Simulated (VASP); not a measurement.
# Al2Cu (I4/mmm) in VASP: settings compared, part 2 of 2

VASP 6.6.1. The steps go on from the part before.

### Step 5. Relaxation of cell and atoms, LDA

POSCAR reads:

```
Al2Cu
1.0
   -2.0303375000      2.0303375000      2.8510940000
    2.0303375000     -2.0303375000      2.8510940000
    2.0303375000      2.0303375000     -2.8510940000
Cu Al
1 2
Direct
    0.5000000000      0.5000000000      0.0000000000
    0.2500000000      0.7500000000      0.5000000000
    0.7500000000      0.2500000000      0.5000000000
```

INCAR.step1 reads:

```
SYSTEM = Al2Cu
ALGO     = Normal         ! electronic algorithm
EDIFF    = 1E-6           ! SCF threshold, eV
EDIFFG   = -0.005         ! ionic threshold
ENCUT    = 440            ! plane-wave cutoff, eV
GGA      = CA             ! functional
GGA_COMPAT= .FALSE.      
IBRION   = 2              ! ionic algorithm
ISIF     = 3              ! what is computed and relaxed
ISMEAR   = 0              ! smearing method
KPAR     = 8            
LASPH    = .TRUE.         ! aspherical terms in the spheres
LCHARG   = .FALSE.        ! write CHGCAR
LREAL    = .FALSE.        ! projectors in reciprocal space
LWAVE    = .FALSE.        ! write WAVECAR
NELM     = 120            ! most SCF steps
NELMIN   = 4            
NSW      = 80             ! ionic steps
POTIM    = 0.5            ! step
PREC     = Accurate       ! precision mode
SIGMA    = 0.07           ! smearing width, eV
```

INCAR.step3 reads:

```
SYSTEM = Al2Cu
ALGO     = Normal         ! electronic algorithm
EDIFF    = 1E-6           ! SCF threshold, eV
ENCUT    = 440            ! plane-wave cutoff, eV
GGA      = CA             ! functional
GGA_COMPAT= .FALSE.      
ISIF     = 2              ! what is computed and relaxed
ISMEAR   = 0              ! smearing method
KPAR     = 8            
LASPH    = .TRUE.         ! aspherical terms in the spheres
LCHARG   = .FALSE.        ! write CHGCAR
LREAL    = .FALSE.        ! projectors in reciprocal space
LWAVE    = .FALSE.        ! write WAVECAR
NELM     = 120            ! most SCF steps
PREC     = Accurate       ! precision mode
SIGMA    = 0.07           ! smearing width, eV
```

KPOINTS reads:

```
Automatic mesh
0
Gamma
  10 10 10
  0 0 0
```

Potentials or basis: VASP PAW LDA potentials, release 64 (Cu, Al).

The run is started by

```console
cat potpaw_LDA.64/Cu/POTCAR potpaw_LDA.64/Al/POTCAR > POTCAR
cp INCAR.step1 INCAR
cp POSCAR.step1 POSCAR
mpirun -np 8 vasp_std > vasp.out
cp CONTCAR POSCAR
mpirun -np 8 vasp_std > vasp.out
cp CONTCAR POSCAR
cp INCAR.step3 INCAR
mpirun -np 8 vasp_std > vasp.out
```

It took 65 s on 8 MPI ranks of Intel Xeon Platinum 8488C (Sapphire Rapids), shared host; peak memory 0.2 GiB.

Results (log left out):

| Property | Result |
| --- | --- |
| Free energy | -13.7095 eV |
| Relaxed volume | 15.22 Å³/atom |
| Relaxed cell | a = 4.012 Å, b = 4.012 Å, c = 4.012 Å, α = 120.00°, β = 120.00°, γ = 90.00° |
| Space group after relaxing (to 0.1 Å) | Fm-3m (No. 225) |
| Energy gained by relaxing | 4.1 meV/atom |
| Ionic steps | 8 |
| Pressure after relaxing | 0.0 GPa |
| Band gap on the k mesh | zero (an odd number of electrons rules out a gap without spin polarisation) |

The path:
```
step  energy change (eV)  largest force (eV/Å)  pressure (GPa)  volume (Å³)
   1              0.0000                0.0000           -2.98        47.01
   2             -0.0108                0.0000            1.56        45.06
   3             -0.0136                0.0000            0.03        45.64
   4             -0.0136                0.0000            0.10        45.62
   5             -0.0138                0.0000            0.05        45.63
   6             -0.0138                0.0000            0.06        45.63
   7             -0.0138                0.0000            0.02        45.67
   8             -0.0122                0.0000            0.02        45.67
```

Final structure:
```
Cu Al
1.0
    -2.00620    2.00620    2.83702
     2.00620   -2.00620    2.83702
     2.00620    2.00620   -2.83702
Cu Al
1 2
Cartesian
  0.0000 0.0000 2.8370
  2.0062 0.0000 1.4185
  0.0000 2.0062 1.4185
```

Levels at points of the mesh, in eV from the Fermi level:
| k point | band 6 | band 7 | band 8 | band 9 | band 10 | band 11 | band 12 |
| --- | --- | --- | --- | --- | --- | --- | --- |
| (0.00, 0.00, 0.00) | -4.19 | 2.95 | 2.95 | 2.95 | 3.06 | 3.06 | 3.06 |
| (0.50, 0.00, 0.00) | -4.12 | -4.12 | 0.64 | 0.64 | 3.04 | 3.04 | 3.99 |
| (0.50, 0.50, 0.00) | -4.02 | -3.88 | -2.01 | -2.00 | 0.46 | 1.56 | 9.17 |
| (0.50, 0.50, 0.50) | -4.02 | -3.88 | -2.01 | -2.01 | 0.46 | 1.56 | 9.17 |

### Step 6. Relaxation of cell and atoms, LDA

POSCAR is that of step 5.

INCAR.step1: that of step 5 with these lines changed.

```diff
@@ -2,5 +2,5 @@
 ALGO     = Normal         ! electronic algorithm
-EDIFF    = 1E-6           ! SCF threshold, eV
-EDIFFG   = -0.005         ! ionic threshold
-ENCUT    = 440            ! plane-wave cutoff, eV
+EDIFF    = 1E-7           ! SCF threshold, eV
+EDIFFG   = -0.002         ! ionic threshold
+ENCUT    = 780            ! plane-wave cutoff, eV
 GGA      = CA             ! functional
@@ -20,2 +20,2 @@
 PREC     = Accurate       ! precision mode
-SIGMA    = 0.07           ! smearing width, eV
+SIGMA    = 0.04           ! smearing width, eV
```

INCAR.step4 reads:

```
SYSTEM = Al2Cu
ALGO     = Normal         ! electronic algorithm
EDIFF    = 1E-7           ! SCF threshold, eV
ENCUT    = 780            ! plane-wave cutoff, eV
GGA      = CA             ! functional
GGA_COMPAT= .FALSE.      
ISIF     = 2              ! what is computed and relaxed
ISMEAR   = 0              ! smearing method
KPAR     = 8            
LASPH    = .TRUE.         ! aspherical terms in the spheres
LCHARG   = .FALSE.        ! write CHGCAR
LREAL    = .FALSE.        ! projectors in reciprocal space
LWAVE    = .FALSE.        ! write WAVECAR
NELM     = 120            ! most SCF steps
PREC     = Accurate       ! precision mode
SIGMA    = 0.04           ! smearing width, eV
```

KPOINTS reads:

```
Automatic mesh
0
Gamma
  13 13 13
  0 0 0
```

Potentials or basis: VASP PAW LDA potentials, release 64 (Cu, Al).

The run is started by

```console
cat potpaw_LDA.64/Cu/POTCAR potpaw_LDA.64/Al/POTCAR > POTCAR
cp INCAR.step1 INCAR
cp POSCAR.step1 POSCAR
mpirun -np 8 vasp_std > vasp.out
cp CONTCAR POSCAR
mpirun -np 8 vasp_std > vasp.out
cp CONTCAR POSCAR
mpirun -np 8 vasp_std > vasp.out
cp CONTCAR POSCAR
cp INCAR.step4 INCAR
mpirun -np 8 vasp_std > vasp.out
```

Wall time 5.8 min (8 MPI ranks of Intel Xeon Platinum 8488C (Sapphire Rapids), shared host); peak memory 0.41 GiB.

Results (log left out):

| Quantity | Value |
| --- | --- |
| Free energy | -13.7037 eV |
| Relaxed volume | 15.24 Å³/atom |
| Relaxed cell | a = 4.014 Å, b = 4.014 Å, c = 4.014 Å, α = 120.00°, β = 120.00°, γ = 90.00° |
| Space group after relaxing (to 0.1 Å) | Fm-3m (No. 225) |
| Energy gained by relaxing | 4.1 meV/atom |
| Ionic steps | 11 |
| Pressure after relaxing | 0.0 GPa |
| Band gap on the k mesh | zero (an odd number of electrons rules out a gap without spin polarisation) |

The path:
| step | energy change (eV) | largest force (eV/Å) | pressure (GPa) | volume (Å³) |
| --- | --- | --- | --- | --- |
| 1 | 0.0000 | 0.0000 | -2.89 | 47.01 |
| 2 | -0.0095 | 0.0000 | 1.50 | 45.12 |
| 3 | -0.0122 | 0.0000 | 0.06 | 45.71 |
| 4 | -0.0122 | 0.0000 | -0.05 | 45.74 |
| 5 | -0.0123 | 0.0000 | -0.04 | 45.74 |
| 6 | -0.0124 | 0.0000 | -0.05 | 45.75 |
| 7 | -0.0124 | 0.0000 | -0.06 | 45.75 |
| 8 | -0.0124 | 0.0000 | 0.06 | 45.70 |
| 9 | -0.0124 | 0.0000 | 0.02 | 45.72 |
| 10 | -0.0124 | 0.0000 | -0.02 | 45.72 |
| 11 | -0.0124 | 0.0000 | -0.02 | 45.72 |

Final structure:
```cif
data_structure
_symmetry_space_group_name_H-M 'P 1'
_symmetry_Int_Tables_number 1
_cell_length_a 4.0137
_cell_length_b 4.0137
_cell_length_c 4.0137
_cell_angle_alpha 120.000
_cell_angle_beta 120.000
_cell_angle_gamma 90.000
_cell_volume 45.72
loop_
_atom_site_label
_atom_site_type_symbol
_atom_site_fract_x
_atom_site_fract_y
_atom_site_fract_z
_atom_site_occupancy
Cu1 Cu 0.50000 0.50000 0.00000 1
Al1 Al 0.25000 0.75000 0.50000 1
Al2 Al 0.75000 0.25000 0.50000 1
```

Levels at points of the mesh, in eV from the Fermi level:
```tsv
k point	band 5	band 6	band 7	band 8	band 9	band 10	band 11	band 12
(0.00, 0.00, 0.00)	-4.16	-4.16	2.98	2.98	2.98	3.08	3.08	3.08
```

### Step 7. Overview

| level | potentials or basis | cell | k mesh | cutoff (eV) | smearing | dipole correction | tolerance level | purpose | passes | gap on the mesh (eV) | pressure (GPa) | relaxed volume (Å³/atom) |
| --- | --- | --- | --- | --- | --- | --- | --- | --- | --- | --- | --- | --- |
| PBEsol | VASP PAW PBE potentials, release 64 (Cu, Al) | relaxed to 10 GPa | 9 × 9 × 9 | 600 | fermi-dirac 0.05 eV | no | - | - | - | none | 10.0 | - |
| PBEsol | VASP PAW PBE potentials, release 64 (Cu, Al) | relaxed to 20 GPa | 9 × 9 × 9 | 600 | fermi-dirac 0.05 eV | no | - | - | - | none | 20.0 | - |
| PBEsol | VASP PAW PBE potentials, release 64 (Cu, Al) | relaxed to 30 GPa | 9 × 9 × 9 | 600 | fermi-dirac 0.05 eV | no | - | - | - | none | 30.0 | - |
| LDA | VASP PAW LDA potentials, release 64 (Cu, Al) | relaxed | 10 × 10 × 10 | 440 | gaussian 0.07 eV | - | standard | cell | 2 | none | 0.0 | 15.22 |
| LDA | VASP PAW LDA potentials, release 64 (Cu, Al) | relaxed | 13 × 13 × 13 | 780 | gaussian 0.04 eV | - | standard | cell | 3 | none | 0.0 | 15.24 |

Alike in all rows: task relaxation of cell and atoms; no spin polarisation.

Caveats: the cell is relaxed towards a set pressure, so the run minimises the enthalpy, not the energy (at least some runs); the PAW data sets were made with another functional, which shifts forces and pressure a little (at least some runs); the volume moved by over 15 % at a fixed basis, so the end points are rough (at least some runs).

Total energies depend on the potentials used, so only differences within one code and one set of settings carry meaning.
